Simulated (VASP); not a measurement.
A run of VASP 6.6.1:

File INCAR:

```
SYSTEM = BN
PREC = Accurate ; ENCUT = 520
EDIFF = 1E-7 ; ISMEAR = 0
SIGMA = 0.02 ; LREAL = .False.
LASPH = .True. ; NELM = 60
ALGO = Normal ; ISIF = 2
LWAVE = .False. ; LCHARG = .False.
GGA = PS ; NBANDS = 11
```

Contents of KPOINTS:

```
Automatic mesh
0
Gamma
  12 12 12
  0 0 0
```

The input POSCAR:

```
BN
1.0
    0.0000000000      1.7461556531      1.7461556531
    1.7461556531      0.0000000000      1.7461556531
    1.7461556531      1.7461556531      0.0000000000
B N
1 1
Direct
    0.0000000000      0.0000000000      0.0000000000
    0.7500000000      0.7500000000      0.7500000000
```

Potentials or basis: VASP PAW PBE potentials, release 64 (B, N).

Launch:

```bash
$ cat potpaw_PBE.64/B/POTCAR potpaw_PBE.64/N/POTCAR > POTCAR
$ mpirun -np 1 vasp_std > vasp.out
```

Hardware: 1 thread of Intel Xeon 8259CL, on a shared host.

**Question.** Estimate the wall time of this run.

**Answer.** Wall time 12 s on 1 thread of Intel Xeon 8259CL (shared host), peak memory 0.09 GiB. Counts: scf iterations 12, k points 72.
